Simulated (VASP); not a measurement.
# PbS (Galena) (Fm-3m) in VASP: notebook

The runs below take PbS (Galena) through single point, relaxation of the atoms, with PBE.

Everything below comes from runs of VASP 6.6.1. Logs are shortened: lines on timing, memory, paths and dates and some standing lists are left out, and cuts for length are marked.

## Step 1: The cell of the first run

Symmetry: Fm-3m, No. 225, cubic system. Conventional cell: a = 5.931 Å, b = 5.931 Å, c = 5.931 Å, α = 90.00°, β = 90.00°, γ = 90.00°. Within 3.9 Å of Pb (site symmetry m-3m) lie 6 S at 2.97 Å. Within 3.9 Å of S (site symmetry m-3m) lie 6 Pb at 2.97 Å.

## Step 2: Single point, PBE

INCAR reads:

```
SYSTEM = PbS
ALGO = Normal
EDIFF = 1E-6
ENCUT = 520
GGA = PE
ISIF = 2
ISMEAR = -1
LASPH = .True.
LCHARG = .False.
LREAL = .False.
LWAVE = .False.
NBANDS = 17
NELM = 60
PREC = Accurate
SIGMA = 0.02
```

KPOINTS reads:

```
k-points
0
Gamma
  8 8 8
  0 0 0
```

POSCAR reads:

```
PbS
1.0
    0.0000000000      2.9657500000      2.9657500000
    2.9657500000      0.0000000000      2.9657500000
    2.9657500000      2.9657500000      0.0000000000
Pb S
1 1
Direct
    0.0000000000      0.0000000000      0.0000000000
    0.5000000000      0.5000000000      0.5000000000
```

Potentials or basis: VASP PAW PBE potentials, release 64 (Pb_d, S).

On the command line:

```console
> cat potpaw_PBE.64/Pb_d/POTCAR potpaw_PBE.64/S/POTCAR > POTCAR
> mpirun -np 1 vasp_std > vasp.out
```

OUTCAR:

```text
SYSTEM = PbS
   EDIFF = 1E-6
   ENCUT = 520
   GGA = PE
   ISIF = 2
   ISMEAR = -1
   LASPH = .True.
   LREAL = .False.
   NELM = 60
   PREC = Accurate

 ion  position               nearest neighbor table
   1  0.000  0.000  0.000-   2 2.97   2 2.97   2 2.97   2 2.97   2 2.97   2 2.97
   2  0.500  0.500  0.500-   1 2.97   1 2.97   1 2.97   1 2.97   1 2.97   1 2.97

  LATTYP: Found a face centered cubic cell.
 ALAT       =     5.9315000000

  Lattice vectors:

 A1 = (   0.0000000000,   2.9657500000,   2.9657500000)
 A2 = (   2.9657500000,   0.0000000000,   2.9657500000)
 A3 = (   2.9657500000,   2.9657500000,   0.0000000000)

Analysis of symmetry for initial positions (statically):
=====================================================================
 Subroutine PRICEL returns:
 Original cell was already a primitive cell.

 Routine SETGRP: Setting up the symmetry group for a
 face centered cubic supercell.

 Subroutine GETGRP returns: Found 48 space group operations
 (whereof 48 operations were pure point group operations)
 out of a pool of 48 trial point group operations.

The static configuration has the point symmetry O_h .

Analysis of symmetry for dynamics (positions and initial velocities):
=====================================================================
 Subroutine PRICEL returns:
 Original cell was already a primitive cell.

 Routine SETGRP: Setting up the symmetry group for a
 face centered cubic supercell.

 Subroutine GETGRP returns: Found 48 space group operations
 (whereof 48 operations were pure point group operations)
 out of a pool of 48 trial point group operations.

The dynamic configuration has the point symmetry O_h .

 Subroutine INISYM returns: Found 48 space group operations
 (whereof 48 operations are pure point group operations),
 and found     1 'primitive' translations

----------------------------------------------------------------------------------------

                                     Primitive cell

  volume of cell :      52.1715

  direct lattice vectors                    reciprocal lattice vectors
     0.000000000  2.965750000  2.965750000    -0.168591419  0.168591419  0.168591419
     2.965750000  0.000000000  2.965750000     0.168591419 -0.168591419  0.168591419
     2.965750000  2.965750000  0.000000000     0.168591419  0.168591419 -0.168591419

  length of vectors
     4.194203873  4.194203873  4.194203873     0.292008903  0.292008903  0.292008903

  position of ions in fractional coordinates (direct lattice)
     0.000000000  0.000000000  0.000000000
     0.500000000  0.500000000  0.500000000

  ion indices of the primitive-cell ions
   primitive index   ion index
                 1           1
                 2           2

----------------------------------------------------------------------------------------

 KPOINTS: k-points

Automatic generation of k-mesh.
 Grid dimensions read from file:
 generate k-points for:    8    8    8

 Generating k-lattice:

  Cartesian coordinates                     Fractional coordinates (reciprocal lattice)
    -0.021073927  0.021073927  0.021073927     0.125000000  0.000000000  0.000000000
     0.021073927 -0.021073927  0.021073927     0.000000000  0.125000000  0.000000000
     0.021073927  0.021073927 -0.021073927     0.000000000  0.000000000  0.125000000

  Length of vectors
     0.036501113  0.036501113  0.036501113

  Shift w.r.t. Gamma in fractional coordinates (k-lattice)
     0.000000000  0.000000000  0.000000000

 Subroutine IBZKPT returns following result:
 ===========================================

 Found     29 irreducible k-points:

 Following reciprocal coordinates:
            Coordinates               Weight
  0.000000  0.000000  0.000000      1.000000
  0.125000  0.000000  0.000000      8.000000
  0.250000  0.000000  0.000000      8.000000
  0.375000  0.000000  0.000000      8.000000
  0.500000  0.000000  0.000000      4.000000
  0.125000  0.125000  0.000000      6.000000
[... 16 lines left out ...]
  0.500000  0.250000  0.125000     48.000000
 -0.375000  0.250000  0.125000     24.000000
 [... further k-points ...]
   k-points           NKPTS =     29   k-points in BZ     NKDIM =     29   number of bands    NBANDS=     17
   number of dos      NEDOS =    301   number of ions     NIONS =      2
   total plane-waves  NPLWV =  32768
   dimension x,y,z NGX =    32 NGY =   32 NGZ =   32
   dimension x,y,z NGXF=    64 NGYF=   64 NGZF=   64
   ions per type =               1   1
   NGX,Y,Z   is equivalent  to a cutoff of  12.68, 12.68, 12.68 a.u.
   NGXF,Y,Z  is equivalent  to a cutoff of  25.37, 25.37, 25.37 a.u.
 SYSTEM =  PbS
   PREC   = accura    normal or accurate (medium, high low for compatibility)
   ISTART =      0    job   : 0-new  1-cont  2-samecut
   ICHARG =      2    charge: 1-file 2-atom 10-const
   ISPIN  =      1    spin polarized calculation?
   LNONCOLLINEAR =      F non collinear calculations
   LSORBIT =      F    spin-orbit coupling
   LASPH  =      T    aspherical Exc in radial PAW
   ENCUT  =  520.0 eV  38.22 Ry    6.18 a.u.   7.80  7.80  7.80*2*pi/ulx,y,z
   NELM   =     60;   NELMIN=  2; NELMDL= -5     # of ELM steps
   EDIFF  = 0.1E-05   stopping-criterion for ELM
   LREAL  =      F    real-space projection
   EDIFFG = 0.1E-04   stopping-criterion for IOM
   NSW    =      0    number of steps for IOM
   IBRION =     -1    ionic relax: 0-MD 1-quasi-New 2-CG
   NFREE  =      0    steps in history (QN), initial steepest desc. (CG)
   ISIF   =      2    stress and relaxation
   ISYM   =      2    0-nonsym 1-usesym 2-fastsym
   POTIM  = 0.5000    time-step for ionic-motion
   TEBEG  =    0.0;   TEEND  =   0.0 temperature during run
   PSTRESS=    0.0 pullay stress
   NELECT =      20.0000    total number of electrons
   NUPDOWN=      -1.0000    fix difference up-down
   EMIN   =  10.00;   EMAX   =-10.00  energy-range for DOS
   EFERMI =   0.00;   METHOD = LEGACY
   ISMEAR =    -1;   SIGMA  =   0.02  broadening in eV -4-tet -1-fermi 0-gaus
   EFERMI_NEDOS =   21; number of points for ismear=-14 and -15
   IALGO  =     38    algorithm
   IMIX   =      4    mixing-type and parameters
     AMIX     =   0.40;   BMIX     =  1.00
     AMIX_MAG =   1.60;   BMIX_MAG =  1.00
  volume/ion in A,a.u.               =      26.09       176.04
  Fermi-wavevector in a.u.,A,eV,Ry     =   1.189251  2.247359 19.242973  1.414319
  Thomas-Fermi vector in A             =   2.325363
   LORBIT       =      0    0 simple, 1 ext, 2 COOP (PROOUT), +10 PAW based schemes
   GGA     = PE    functional components
   LHFCALC =     F    Hartree Fock is set to
   AEXX    =    0.0000 exact exchange contribution
   IVDW    =     0    specifies the selected vdW correction
   LEPSILON=     F    determine dielectric tensor
   LRPA    =     F    only Hartree local field effects (RPA)
 non-spin polarized calculation
  energy-cutoff  :      520.00
  volume of cell :       52.17
 maximum number of plane-waves:      1424
   NGX = 15   NGY = 15   NGZ = 15

 number of electron      19.9999998 magnetization

 Free energy of the ion-electron system (eV)
  ---------------------------------------------------
  ext. energy  EPLUGINS =         0.00000000
  ---------------------------------------------------
  free energy    TOTEN  =        -8.75604602 eV

  energy without entropy =       -8.75604532  energy(sigma->0) =       -8.75604567

 E-fermi :   6.0051     XC(G=0):  -9.6823

 val. band max:        5.8229533117   @ k =   0.5000   0.0000   0.0000
 cond. band min:       6.1871642701   @ k =   0.5000   0.0000   0.0000
 fundamental gap:      0.3642109584
 Fermi energy:         6.0050588479

 k-point     1 :       0.0000    0.0000    0.0000
  band No.  band energies     occupation
      1     -11.0015      2.00000
      2     -11.0015      2.00000
      3     -11.0015      2.00000
      4     -10.9851      2.00000
      5     -10.9851      2.00000
      6      -7.7750      2.00000
[... 9 lines left out ...]
     16      12.5530      0.00000
     17      14.4808      0.00000

 k-point     2 :       0.1250    0.0000    0.0000
  band No.  band energies     occupation
      1     -11.0008      2.00000
      2     -10.9986      2.00000
      3     -10.9986      2.00000
      4     -10.9858      2.00000
      5     -10.9858      2.00000
      6      -7.6418      2.00000
[... 9 lines left out ...]
     16      12.9237      0.00000
     17      15.6801      0.00000

 k-point     3 :       0.2500    0.0000    0.0000
  band No.  band energies     occupation
      1     -11.0047      2.00000
      2     -11.0047      2.00000
      3     -10.9994      2.00000
      4     -10.9744      2.00000
      5     -10.9744      2.00000
      6      -7.2721      2.00000
[... 9 lines left out ...]
     16      13.7740      0.00000
     17      17.7174      0.00000

 k-point     4 :       0.3750    0.0000    0.0000
  band No.  band energies     occupation
      1     -11.0147      2.00000
      2     -11.0146      2.00000
      3     -10.9986      2.00000
      4     -10.9590      2.00000
      5     -10.9590      2.00000
      6      -6.7922      2.00000
[... 9 lines left out ...]
     16      14.9996      0.00000
     17      17.6177      0.00000

 k-point     5 :       0.5000    0.0000    0.0000
  band No.  band energies     occupation
      1     -11.0189      2.00000
      2     -11.0189      2.00000
      3     -10.9984      2.00000
      4     -10.9524      2.00000
      5     -10.9524      2.00000
      6      -6.5335      2.00000
[... 9 lines left out ...]
     16      15.9448      0.00000
     17      16.3698      0.00000

 k-point     6 :       0.1250    0.1250    0.0000
  band No.  band energies     occupation
      1     -11.0053      2.00000
      2     -10.9974      2.00000
      3     -10.9930      2.00000
      4     -10.9930      2.00000
      5     -10.9813      2.00000
      6      -7.5952      2.00000
[... 9 lines left out ...]
     16      13.7000      0.00000
     17      15.1346      0.00000

 k-point     7 :       0.2500    0.1250    0.0000
  band No.  band energies     occupation
      1     -11.0139      2.00000
      2     -11.0049      2.00000
      3     -10.9920      2.00000
      4     -10.9827      2.00000
      5     -10.9712      2.00000
      6      -7.2986      2.00000
[... 9 lines left out ...]
     16      14.5039      0.00000
     17      16.3812      0.00000

 k-point     8 :       0.3750    0.1250    0.0000
  band No.  band energies     occupation
      1     -11.0282      2.00000
      2     -11.0011      2.00000
      3     -10.9996      2.00000
      4     -10.9717      2.00000
      5     -10.9566      2.00000
      6      -6.8428      2.00000
[... 9 lines left out ...]
     16      15.5641      0.00000
     17      17.5613      0.00000
[... 203 lines left out ...]
      1     -11.1205      2.00000
      2     -11.0200      2.00000
      3     -10.9664      2.00000
      4     -10.9475      2.00000
      5     -10.9440      2.00000
      6      -6.1752      2.00000
[... 9 lines left out ...]
     16      17.3846      0.00000
     17      17.5844      0.00000

 k-point    20 :      -0.3750    0.3750    0.0000
  band No.  band energies     occupation
      1     -11.0997      2.00000
      2     -11.0047      2.00000
      3     -10.9779      2.00000
      4     -10.9578      2.00000
      5     -10.9487      2.00000
      6      -6.1106      2.00000
[... 9 lines left out ...]
     16      16.7566      0.00000
     17      18.4269      0.00000

 k-point    21 :       0.5000    0.5000    0.0000
  band No.  band energies     occupation
      1     -11.1398      2.00000
      2     -11.0269      2.00000
      3     -10.9592      2.00000
      4     -10.9406      2.00000
      5     -10.9406      2.00000
      6      -6.1021      2.00000
[... 9 lines left out ...]
     16      18.0852      0.00000
     17      18.2010      0.00000

 k-point    22 :       0.3750    0.2500    0.1250
  band No.  band energies     occupation
      1     -11.0336      2.00000
      2     -11.0051      2.00000
      3     -10.9915      2.00000
      4     -10.9725      2.00000
      5     -10.9631      2.00000
      6      -6.9514      2.00000
[... 9 lines left out ...]
     16      15.6936      0.00000
     17      16.0127      0.00000

 k-point    23 :       0.5000    0.2500    0.1250
  band No.  band energies     occupation
      1     -11.0490      2.00000
      2     -10.9999      2.00000
      3     -10.9940      2.00000
      4     -10.9675      2.00000
      5     -10.9561      2.00000
      6      -6.5237      2.00000
[... 9 lines left out ...]
     16      16.1059      0.00000
     17      17.1199      0.00000

 k-point    24 :      -0.3750    0.2500    0.1250
  band No.  band energies     occupation
      1     -11.0546      2.00000
      2     -11.0025      2.00000
      3     -10.9855      2.00000
      4     -10.9724      2.00000
      5     -10.9514      2.00000
      6      -6.3074      2.00000
[... 9 lines left out ...]
     16      16.7388      0.00000
     17      17.0015      0.00000

 [... further k-points ...]

------------------------ aborting loop because EDIFF is reached ----------------------------------------

  FORCE on cell =-STRESS in cart. coord.  units (eV):
  Direction    XX          YY          ZZ          XY          YZ          ZX
  --------------------------------------------------------------------------------------
  -------------------------------------------------------------------------------------
  Total        0.6976774      0.6976774      0.6976774     -0.0000000     -0.0000000      0.0000000
  in kB       21.4255322     21.4255322     21.4255322     -0.0000000     -0.0000000      0.0000000
  external PRESSURE =      21.4255322 kB  Pullay stress =       0.0000000 kB

 VOLUME and BASIS-vectors are now :
 -----------------------------------------------------------------------------
  energy-cutoff  :      520.00
  volume of cell :       52.17
      direct lattice vectors                 reciprocal lattice vectors
     0.000000000  2.965750000  2.965750000    -0.168591419  0.168591419  0.168591419
     2.965750000  0.000000000  2.965750000     0.168591419 -0.168591419  0.168591419
     2.965750000  2.965750000  0.000000000     0.168591419  0.168591419 -0.168591419

 POSITION                                       TOTAL-FORCE (eV/Angst)
 -----------------------------------------------------------------------------------
      0.00000      0.00000      0.00000         0.000000      0.000000      0.000000
      2.96575      2.96575      2.96575        -0.000000     -0.000000     -0.000000
 -----------------------------------------------------------------------------------
    total drift:                                0.000000     -0.000000     -0.000000

  FREE ENERGIE OF THE ION-ELECTRON SYSTEM (eV)
  ---------------------------------------------------
  free  energy   TOTEN  =        -8.7560460220 eV

  energy  without entropy=       -8.7560453205  energy(sigma->0) =       -8.75604567
```

Run time: 14 s. Hardware: 1 thread of Intel Xeon Platinum 8488C (Sapphire Rapids), shared host; peak memory 0.18 GiB.

What came out:

```yaml
Free_energy: -8.7560 eV
Pressure: 2.1 GPa
Band_gap_on_the_k_mesh: 0.36 eV, direct
```

Caveat: spin-orbit coupling is left out, which moves the levels of the heavy elements. A k mesh can miss the band edges.

## Step 3: Relaxation of the atoms, PBE

INCAR reads:

```
PREC = Accurate
ENCUT = 520
EDIFF = 1E-7
ISMEAR = -1
SIGMA = 0.02
LREAL = False
LASPH = True
NELM = 80
ALGO = Normal
ISIF = 2
LWAVE = False
LCHARG = False
GGA = PE
IBRION = 2
NSW = 80
EDIFFG = -0.02
```

KPOINTS reads:

```
regular mesh
0
Gamma
  8 8 8
```

POSCAR is that of step 2.

Potentials or basis: VASP PAW PBE potentials, release 64 (Pb_d, S).

On the command line:

```console
> cat potpaw_PBE.64/Pb_d/POTCAR potpaw_PBE.64/S/POTCAR > POTCAR
> mpirun -np 1 vasp_std > vasp.out
```

OUTCAR:

```text
PREC = Accurate
   ENCUT = 520
   EDIFF = 1E-7
   ISMEAR = -1
   LREAL = False
   LASPH = True
   NELM = 80
   ISIF = 2
   GGA = PE
   IBRION = 2
   NSW = 80
   EDIFFG = -0.02

 ion  position               nearest neighbor table
   1  0.000  0.000  0.000-   2 2.97   2 2.97   2 2.97   2 2.97   2 2.97   2 2.97
   2  0.500  0.500  0.500-   1 2.97   1 2.97   1 2.97   1 2.97   1 2.97   1 2.97

  LATTYP: Found a face centered cubic cell.
 ALAT       =     5.9315000000

  Lattice vectors:

 A1 = (   0.0000000000,   2.9657500000,   2.9657500000)
 A2 = (   2.9657500000,   0.0000000000,   2.9657500000)
 A3 = (   2.9657500000,   2.9657500000,   0.0000000000)

Analysis of symmetry for initial positions (statically):
=====================================================================
 Subroutine PRICEL returns:
 Original cell was already a primitive cell.

 Routine SETGRP: Setting up the symmetry group for a
 face centered cubic supercell.

 Subroutine GETGRP returns: Found 48 space group operations
[... 9 lines left out ...]

 Routine SETGRP: Setting up the symmetry group for a
 face centered cubic supercell.

[... 158 lines left out ...]

 k-point     1 :       0.0000    0.0000    0.0000
  band No.  band energies     occupation
      1     -11.0017      2.00000
      2     -11.0017      2.00000
      3     -11.0017      2.00000
      4     -10.9852      2.00000
      5     -10.9852      2.00000
      6      -7.7750      2.00000
      7      -0.2136      2.00000
      8       3.6491      2.00000
      9       3.6491      2.00000
     10       3.6491      2.00000
     11      11.0356      0.00000
     12      11.0356      0.00000
     13      11.0356      0.00000
     14      12.5529      0.00000
[... 377 lines left out ...]
      1     -11.0548      2.00000
      2     -11.0027      2.00000
      3     -10.9856      2.00000
      4     -10.9726      2.00000
      5     -10.9515      2.00000
      6      -6.3074      2.00000
      7      -2.6589      2.00000
      8       2.3826      2.00000
      9       2.8077      2.00000
     10       4.8297      2.00000
     11       7.3797      0.00000
     12       9.2264      0.00000
     13       9.8518      0.00000
     14      13.8345      0.00000

 [... further k-points ...]
[... 5 lines left out ...]
  --------------------------------------------------------------------------------------
  -------------------------------------------------------------------------------------
  Total        0.7030330      0.7030330      0.7030330     -0.0000000      0.0000000      0.0000000
  in kB       21.5900021     21.5900021     21.5900021     -0.0000000      0.0000000      0.0000000
  external PRESSURE =      21.5900021 kB  Pullay stress =       0.0000000 kB

 VOLUME and BASIS-vectors are now :
 -----------------------------------------------------------------------------
  energy-cutoff  :      520.00
  volume of cell :       52.17
      direct lattice vectors                 reciprocal lattice vectors
     0.000000000  2.965750000  2.965750000    -0.168591419  0.168591419  0.168591419
     2.965750000  0.000000000  2.965750000     0.168591419 -0.168591419  0.168591419
     2.965750000  2.965750000  0.000000000     0.168591419  0.168591419 -0.168591419

 POSITION                                       TOTAL-FORCE (eV/Angst)
 -----------------------------------------------------------------------------------
      0.00000      0.00000      0.00000        -0.000000      0.000000      0.000000
      2.96575      2.96575      2.96575         0.000000     -0.000000     -0.000000
 -----------------------------------------------------------------------------------
    total drift:                                0.000000     -0.000000     -0.000000

  FREE ENERGIE OF THE ION-ELECTRON SYSTEM (eV)
  ---------------------------------------------------
  free  energy   TOTEN  =        -8.7560461330 eV

  energy  without entropy=       -8.7560454331  energy(sigma->0) =       -8.75604578

 reached required accuracy - stopping structural energy minimisation
```

Run time: 13 s. Hardware: 1 thread of Intel Xeon Platinum 8488C (Sapphire Rapids), shared host; peak memory 0.18 GiB.

Results:

| Quantity | Value |
| --- | --- |
| Free energy | -8.7560 eV |
| Pressure after relaxing | 2.2 GPa |
| Band gap on the k mesh | 0.36 eV, direct |

Final structure:
```xyz
2
Lattice="0.0000 2.9657 2.9657 2.9657 0.0000 2.9657 2.9657 2.9657 0.0000" Properties=species:S:1:pos:R:3 pbc="T T T"
Pb    0.0000    0.0000    0.0000
S     2.9657    2.9657    2.9657
```

Levels at points of the mesh, in eV from the valence-band top:
```tsv
k point	band 8	band 9	band 10	band 11	band 12	band 13
(0.00, 0.00, 0.00)	-2.17	-2.17	-2.17	5.21	5.21	5.21
(0.50, 0.00, 0.00)	-1.78	-1.78	0.00	0.36	1.96	1.96
(0.50, 0.50, 0.00)	-5.20	-3.44	-3.44	3.86	5.58	5.68
```

Caveat: the relaxation stopped at its first step, so nothing moved; spin-orbit coupling is left out, which moves the levels of the heavy elements.
